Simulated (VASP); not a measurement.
GaAs: single point with r2SCANh

GaAs:

```
Ga As
1.0
     3.81014    0.00000    0.00000
     0.00000    3.81014    0.00000
     0.00000    0.00000    2.73891
Ga As
1 1
Direct
  0.50000 0.50000 0.50000
  0.00000 0.00000 0.50000
```

| Quantity | Value |
| --- | --- |
| Program | VASP 6.6.1 |
| Task | single point |
| Functional | r2SCANh |
| Potentials or basis | VASP PAW PBE potentials, release 64 (Ga_d, As) |
| Cutoff | 520 eV |
| k mesh | 4 × 4 × 5 |
| Occupations | fermi-dirac, width 0.05 eV |
| Spin | no spin polarisation |
| Dipole correction | no |
| Grid for exact exchange (PRECFOCK) | Normal |
| Further INCAR settings | ALGO = Normal; EDIFF = 1e-07; NBANDS = 16 |
| Share of exact exchange | 0.1 |

* Pressure: -1.3 GPa
* Band gap on the k mesh: zero (bands 9 and 10 overlap by 5.42 eV)

Stress tensor (GPa, compression positive):
```
  3.69   0.00   0.00
  0.00   3.69   0.00
  0.00   0.00 -11.34
```

Levels at points of the mesh, in eV from the Fermi level:
```csv
k point,band 6,band 7,band 8,band 9,band 10,band 11,band 12,band 13
"(0.00, 0.00, 0.00)",-15.03,-5.03,-3.51,-3.51,3.90,5.50,7.75,7.75
"(0.50, 0.00, 0.00)",-13.85,-9.84,-1.66,1.56,1.63,1.87,6.37,11.57
"(0.50, 0.50, 0.00)",-12.77,-7.38,-6.56,-6.56,6.73,10.25,10.25,12.48
```

Wall time 22 min on 1 thread of AMD EPYC 7R43 64-Core Processor (Zen 3), with other jobs on the host, peak memory 0.13 GiB.

Caveat: the k points lie up to 0.46 Å⁻¹ apart, too coarse for converged energies and pressures of a metal; the PAW data sets were made with another functional, which shifts forces and pressure a little.
